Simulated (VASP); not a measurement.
Runs of VASP 6.6.1 on Cu3O2. The structure is that of space group I4/mmm (No. 139), or close to it. The cells are those of the table. 

```tsv
level	potentials or basis	cell	k mesh	cutoff (eV)	second run	gap on the mesh (eV)	pressure (GPa)
PBEsol	VASP PAW PBE potentials, release 64 (Cu_sv_GW, O)	a = 4.656 Å, angles 128.5, 128.5, 75.8°, 5 atoms	8 × 8 × 8	700	valence_matched	none	(c)
PBEsol	VASP PAW PBE potentials, release 64 (Cu, O)	a = 4.541 Å, angles 127.1, 127.1, 78.1°, 5 atoms	8 × 8 × 8	520	-	none	4.8
LDA	VASP PAW LDA potentials, release 64 (Cu_sv_GW, O)	a = 4.656 Å, angles 128.5, 128.5, 75.8°, 5 atoms	9 × 9 × 9	700	valence_matched	none	-14.4
PBEsol	VASP PAW PBE potentials, release 64 (Cu, O)	a = 4.773 Å, angles 129.8, 129.8, 73.7°, 5 atoms	8 × 8 × 8	520	-	none	-12.3
PBEsol	VASP PAW PBE potentials, release 64 (Cu, O)	a = 4.593 Å, angles 128.5, 128.5, 75.8°, 5 atoms	9 × 9 × 9	520	-	none	0.2
PBEsol	VASP PAW PBE potentials, release 64 (Cu, O)	a = 4.589 Å, angles 128.7, 128.7, 75.4°, 5 atoms	9 × 9 × 9	520	-	none	0.9
PBE	VASP PAW PBE potentials, release 64 (Cu, O)	a = 4.663 Å, angles 128.3, 128.3, 76.2°, 5 atoms	9 × 9 × 9	520	-	none	(a)
PBE	VASP PAW PBE potentials, release 64 (Cu, O)	a = 4.656 Å, angles 128.5, 128.5, 75.8°, 5 atoms	9 × 9 × 9	520	-	none	1.5
LDA	VASP PAW LDA potentials, release 64 (Cu, O)	a = 4.532 Å, angles 128.9, 128.9, 75.2°, 5 atoms	9 × 9 × 9	520	-	none	(b)
PBE	VASP PAW PBE potentials, release 64 (Cu_sv_GW, O)	a = 4.656 Å, angles 128.5, 128.5, 75.8°, 5 atoms	9 × 9 × 9	700	valence_matched	none	-2.3
PBEsol	VASP PAW PBE potentials, release 64 (Cu, O)	a = 4.656 Å, angles 128.5, 128.5, 75.8°, 5 atoms	9 × 9 × 9	520	-	none	(d)
RPBE	VASP PAW PBE potentials, release 64 (Cu, O)	a = 4.656 Å, angles 128.5, 128.5, 75.8°, 5 atoms	9 × 9 × 9	520	-	none	6.2
```

Alike in all rows: task single point; no spin polarisation; smearing fermi-dirac 0.05 eV.

Task: Fill in the values left out.

Result: (a) 0.8; (b) 1.2; (c) -9.1; (d) -5.3.

Caveats: an odd number of electrons without spin polarisation forces a metal; a magnetic or distorted state may lie lower; the PAW data sets were made with another functional, which shifts forces and pressure a little (some runs).

A gap of «none» marks levels without a gap at the run's occupations.

The runs don't all hold the same shells in valence.
